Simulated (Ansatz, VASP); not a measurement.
**One calculation of Si5Ge2, two programs**

```
CELL_PARAMETERS angstrom
5.02488 0.00000 0.00000
-2.51244 4.35167 0.00000
0.00000 0.00000 5.37471
ATOMIC_POSITIONS crystal
Si 0.50000 0.00000 0.00000
Si 0.00000 0.50000 0.00000
Si 0.50000 0.50000 0.00000
Si 0.33333 0.66667 0.50000
Si 0.66667 0.33333 0.50000
Ge 0.00000 0.00000 0.26166
Ge 0.00000 0.00000 0.73834
```

Alike in both runs: functional PBE; k mesh 4 × 4 × 4; occupations gaussian, width 0.2 eV; no spin polarisation.

Ansatz relaxed the structure, and its values are those at the end. VASP's run is a single point on that final structure, the one shown.

|  | VASP | Ansatz |
| --- | --- | --- |
| version | VASP 6.6.1 | Ansatz 0.2.0 |
| potentials or method | VASP PAW PBE potentials, release 64 (Si, Ge_d), cutoff 500 eV | scalar-relativistic, plane waves, PAW |
| valence electrons in the cell | 48 | 48 |

```csv
,VASP,Ansatz,Ansatz less VASP
gap on the k mesh at the Fermi level (eV),none,none,-
pressure (GPa),-0.1,-0.1,+0.03
rms of the force components (eV/Å),0.007,0.007,-0.0001
```

A gap of «none» marks a metal or a gap that the smearing closes.

The k mesh is coarse, so the values compare programs but aren't converged.
